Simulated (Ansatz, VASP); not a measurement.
**AgCl in VASP and in Ansatz**

```xyz
2
Lattice="0.0000 2.8841 2.7731 2.8841 0.0000 2.7731 2.8841 2.8841 0.0000" Properties=species:S:1:pos:R:3 pbc="T T T"
Ag    2.8841    2.8841    2.7731
Cl    0.0000    0.0000    0.0000
```

Change from the starting cell: strain +0.040 along x and y, +0.000 along z, atoms carried along.

Alike in both runs: task single point; functional PBE; k mesh 8 × 8 × 8; occupations gaussian, width 0.05 eV; no spin polarisation.

|  | VASP | Ansatz |
| --- | --- | --- |
| version | VASP 6.6.1 | Ansatz 0.2.0 |
| potentials or method | VASP PAW PBE potentials, release 64 (Ag, Cl), cutoff 520 eV | scalar-relativistic, plane waves, PAW |
| valence electrons in the cell | 18 | 26 |

VASP gave:

- gap on the k mesh at the Fermi level (eV): 0.84
- least direct gap on the mesh (eV): 2.92
- pressure (GPa): -1.6
- traceless stress, the component that is largest in VASP (GPa): 0.13

Question: What did Ansatz give for the same quantities?

Answer: gap on the k mesh at the Fermi level (eV): 0.85; least direct gap on the mesh (eV): 2.92; pressure (GPa): -1.5; traceless stress, the component that is largest in VASP (GPa): 0.15.

With one functional, cell and mesh, what is left measures potentials, basis and numerics. VASP's potentials hold 18 valence electrons a cell and Ansatz's 26, so a difference there can come from the potentials and not from the codes.
